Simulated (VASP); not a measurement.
Wanted: the native input for a VASP 6.6.1 run.

| Item | Value |
| --- | --- |
| Task | single point |
| Functional | PBE |
| Potentials or basis | VASP PAW PBE potentials, release 64 (Ti_sv, B) |
| Cutoff | 500 eV |
| k mesh | 13 × 13 × 10 |
| Occupations | fermi-dirac, width 0.15 eV |
| Spin | no spin polarisation |
| Dipole correction | no |
| Further INCAR settings | ALGO = Normal; EDIFF = 1e-06; NBANDS = 16 |

The structure of TiB2 lies in POSCAR:

```
TiB2
1.0
    3.0003698445      0.0000000000      0.0000000000
   -1.5001849222      2.5983965061      0.0000000000
    0.0000000000      0.0000000000      3.1741736600
Ti B
1 2
Direct
    0.0000000000      0.0000000000      0.0000000000
    0.3333333333      0.6666666667      0.5000000000
    0.6666666667      0.3333333333      0.5000000000
```

These files were run (other wordings do the same):

INCAR

```
SYSTEM = TiB2
PREC     = Accurate       ! precision mode
ENCUT    = 500            ! plane-wave cutoff, eV
EDIFF    = 1E-6           ! SCF threshold, eV
ISMEAR   = -1             ! smearing method
SIGMA    = 0.15           ! smearing width, eV
LREAL    = .False.        ! projectors in reciprocal space
LASPH    = .True.         ! aspherical terms in the spheres
NELM     = 120            ! most SCF steps
ALGO     = Normal         ! electronic algorithm
ISIF     = 2              ! what is computed and relaxed
LWAVE    = .False.        ! write WAVECAR
LCHARG   = .False.        ! write CHGCAR
GGA      = PE             ! functional
NBANDS   = 16             ! bands
GGA_COMPAT= .False.
```

KPOINTS

```
regular mesh
0
Gamma
  13 13 10
  0 0 0
```

Potentials or basis: VASP PAW PBE potentials, release 64 (Ti_sv, B).

Run with:

```sh
$ cat potpaw_PBE.64/Ti_sv/POTCAR potpaw_PBE.64/B/POTCAR > POTCAR
$ mpirun -np 1 vasp_std > vasp.out
```

Results of the run:

```
Pressure               : 10.2 GPa
Band gap on the k mesh : zero (band 9 reaches 10.72 eV, above the bottom of band 10 at 10.17 eV)
```

It took 28 s on 1 thread of Intel Xeon 6975P-C (shared host), peak memory 0.17 GiB.
